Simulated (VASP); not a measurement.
# Sb (Pmmm) in VASP: notebook, part 2 of 2

VASP 6.6.1. Earlier steps stand in the parts before.

### 3 Relaxation of cell and atoms, PBE

The input, INCAR:

```
SYSTEM = Sb
PREC = Accurate
ENCUT = 600
EDIFF = 1E-6
ISMEAR = 0
SIGMA = 0.1
LREAL = .False.
LASPH = .True.
NELM = 80
ALGO = Normal
ISIF = 3
LWAVE = .False.
LCHARG = .False.
GGA = PE
IBRION = 2
NSW = 90
EDIFFG = -0.04
```

The input, KPOINTS:

```
regular mesh
0
Gamma
  6 6 6
  0 0 0
```

The input, POSCAR:

```
Sb
1.0
    2.6045213900      0.0000000000      0.0000000000
    0.0000000000      3.2579496400      0.0000000000
    0.0000000000      0.0000000000      3.7088088100
Sb
1
Direct
    0.5000000000      0.5000000000      0.0000000000
```

Potentials or basis: VASP PAW PBE potentials, release 64 (Sb).

Run with:

```
$ cat potpaw_PBE.64/Sb/POTCAR > POTCAR
$ mpirun -np 1 vasp_std > vasp.out
```

OUTCAR:

```text
SYSTEM = Sb
   PREC = Accurate
   ENCUT = 600
   EDIFF = 1E-6
   ISMEAR = 0
   LREAL = .False.
   LASPH = .True.
   NELM = 80
   ISIF = 3
   GGA = PE
   IBRION = 2
   NSW = 90
   EDIFFG = -0.04

 ion  position               nearest neighbor table
   1  0.500  0.500  0.000-

  LATTYP: Found a simple orthorhombic cell.
 ALAT       =     2.6045213900
 B/A-ratio  =     1.2508822744
 C/A-ratio  =     1.4239886162

  Lattice vectors:

 A1 = (   2.6045213900,   0.0000000000,   0.0000000000)
 A2 = (   0.0000000000,   3.2579496400,   0.0000000000)
 A3 = (   0.0000000000,   0.0000000000,   3.7088088100)

Analysis of symmetry for initial positions (statically):
=====================================================================
 Subroutine PRICEL returns:
 Original cell was already a primitive cell.

 Routine SETGRP: Setting up the symmetry group for a
 simple orthorhombic supercell.

 Subroutine GETGRP returns: Found  8 space group operations
 (whereof  8 operations were pure point group operations)
 out of a pool of  8 trial point group operations.

The static configuration has the point symmetry D_2h.

Analysis of symmetry for dynamics (positions and initial velocities):
[... 227 lines left out ...]
--------------------------------------- Ionic step        3  -------------------------------------------

 number of electron       5.0000001 magnetization

 E-fermi :   4.8685     XC(G=0):  -8.8380

 val. band max:        4.8208770237   @ k =   0.1667   0.1667   0.1667
 cond. band min:       5.1475964404   @ k =   0.3333   0.5000   0.5000
 fundamental gap:      0.3267194167
 Fermi energy:         4.8684561264

 k-point     1 :       0.0000    0.0000    0.0000
  band No.  band energies     occupation
      1      -6.2181      2.00000
      2       6.0276      0.00000
      3       8.7399      0.00000
      4       8.8276      0.00000
      5      10.2437      0.00000
      6      12.4573      0.00000
[... 235 lines left out ...]
  FREE ENERGIE OF THE ION-ELECTRON SYSTEM (eV)
  ---------------------------------------------------
  free  energy   TOTEN  =        -3.9741193423 eV

  energy  without entropy=       -3.9704525874  energy(sigma->0) =       -3.97228596

[... ionic steps 4 to 10 ...]

--------------------------------------- Ionic step       11  -------------------------------------------

 number of electron       5.0000000 magnetization

------------------------ aborting loop because EDIFF is reached ----------------------------------------
[... 65 lines left out ...]
--------------------------------------- Ionic step       13  -------------------------------------------

 number of electron       5.0000000 magnetization

 Free energy of the ion-electron system (eV)
  ---------------------------------------------------
  ext. energy  EPLUGINS =         0.00000000
  ---------------------------------------------------
  free energy    TOTEN  =        -4.12003378 eV

  energy without entropy =       -4.11610905  energy(sigma->0) =       -4.11807142

 E-fermi :   7.0739     XC(G=0):  -9.5214

 val. band max:        7.0692275455   @ k =   0.1667   0.0000   0.0000
 cond. band min:       7.1014781242   @ k =   0.3333   0.5000   0.3333
 fundamental gap:      0.0322505786
 Fermi energy:         7.0738915182

 k-point     1 :       0.0000    0.0000    0.0000
  band No.  band energies     occupation
      1      -5.3589      2.00000
      2       9.5248      0.00000
      3      10.3512      0.00000
      4      10.3520      0.00000
      5      13.4641      0.00000
      6      13.9509      0.00000
[... 235 lines left out ...]
  FREE ENERGIE OF THE ION-ELECTRON SYSTEM (eV)
  ---------------------------------------------------
  free  energy   TOTEN  =        -4.1200337776 eV

  energy  without entropy=       -4.1161090542  energy(sigma->0) =       -4.11807142

 reached required accuracy - stopping structural energy minimisation
```

OSZICAR:

```text
N       E                     dE             d eps       ncg     rms          rms(c)
DAV:   1     0.161395037292E+02    0.16140E+02   -0.17705E+03   768   0.633E+02
DAV:   2    -0.280549536421E+01   -0.18945E+02   -0.18471E+02   996   0.825E+01
DAV:   3    -0.325589302668E+01   -0.45040E+00   -0.43853E+00   966   0.162E+01
[... 95 lines left out ...]
DAV:   1    -0.412035444773E+01   -0.55762E-03   -0.16904E-02   846   0.770E-01    0.704E-02
DAV:   2    -0.412014410214E+01    0.21035E-03   -0.51280E-04   804   0.187E-01    0.387E-02
DAV:   3    -0.412003314806E+01    0.11095E-03   -0.33426E-04   858   0.103E-01    0.663E-03
DAV:   4    -0.412003371515E+01   -0.56709E-06   -0.11831E-05   828   0.302E-02    0.498E-03
DAV:   5    -0.412003377765E+01   -0.62495E-07   -0.14778E-07   468   0.395E-03
  13 F= -.41200338E+01 E0= -.41180714E+01  d E =-.236930E-03
```

It took 2.2 min on 1 thread of Intel Xeon 8259CL, shared host; peak memory 0.17 GiB.

Results:

* Free energy: -4.1200 eV
* Relaxed volume: 30.51 Å³/atom
* Relaxed cell: a = 3.093 Å, b = 3.093 Å, c = 3.189 Å, α = 90.00°, β = 90.00°, γ = 90.00°
* Space group after relaxing (to 0.1 Å): Pm-3m (No. 221)
* Energy gained by relaxing: 873.6 meV/atom
* Ionic steps: 13
* Pressure after relaxing: -0.2 GPa
* Band gap on the k mesh: zero (an odd number of electrons rules out a gap without spin polarisation)

The path:
| step | energy change (eV) | largest force (eV/Å) | pressure (GPa) | volume (Å³) |
| --- | --- | --- | --- | --- |
| 1 | 0.0000 | 0.0000 | 9.53 | 31.47 |
| 2 | -0.5400 | 0.0000 | -6.04 | 38.82 |
| 3 | -0.7277 | 0.0000 | -5.26 | 35.84 |
| 4 | -0.7295 | 0.0000 | -5.03 | 35.64 |
| 5 | -0.7295 | 0.0000 | -4.83 | 35.50 |
| 6 | -0.8452 | 0.0000 | -1.09 | 31.22 |
| 7 | -0.8455 | 0.0000 | -0.91 | 31.09 |
| 8 | -0.8625 | 0.0000 | 2.44 | 29.08 |
| 9 | -0.8701 | 0.0000 | 1.06 | 29.85 |
| 10 | -0.8702 | 0.0000 | 0.97 | 29.90 |
| 11 | -0.8734 | 0.0000 | -0.09 | 30.53 |
| 12 | -0.8734 | 0.0000 | -0.17 | 30.57 |
| 13 | -0.8736 | 0.0000 | -0.15 | 30.51 |

Final structure:
```cif
data_structure
_symmetry_space_group_name_H-M 'P 1'
_symmetry_Int_Tables_number 1
_cell_length_a 3.0929
_cell_length_b 3.0930
_cell_length_c 3.1892
_cell_angle_alpha 90.000
_cell_angle_beta 90.000
_cell_angle_gamma 90.000
_cell_volume 30.51
loop_
_atom_site_label
_atom_site_type_symbol
_atom_site_fract_x
_atom_site_fract_y
_atom_site_fract_z
_atom_site_occupancy
Sb1 Sb 0.50000 0.50000 0.00000 1
```

Levels at points of the mesh, in eV from the Fermi level:
```csv
k point,band 1,band 2,band 3,band 4,band 5,band 6
"(0.00, 0.00, 0.00)",-12.43,2.45,3.28,3.28,6.39,6.88
"(0.50, 0.00, 0.00)",-9.96,-5.67,4.48,5.33,8.69,10.09
"(0.00, 0.50, 0.00)",-9.96,-5.67,4.48,5.33,8.69,10.09
"(0.50, 0.50, 0.00)",-7.33,-3.60,-3.60,2.09,6.54,12.30
"(0.00, 0.00, 0.50)",-10.34,-5.58,5.01,5.01,8.72,10.63
"(0.50, 0.00, 0.50)",-7.75,-3.88,-3.46,2.04,7.09,12.54
"(0.00, 0.50, 0.50)",-7.75,-3.88,-3.46,2.04,7.09,12.54
"(0.50, 0.50, 0.50)",-4.86,-1.94,-1.94,-1.47,4.48,4.74
```

Caveat: the k points lie up to 0.34 Å⁻¹ apart in the final cell, too coarse for converged energies and pressures of a metal; a cell axis changed by over 15 % at a fixed basis, so the end point is rough; spin-orbit coupling is left out, which moves the levels of the heavy elements.
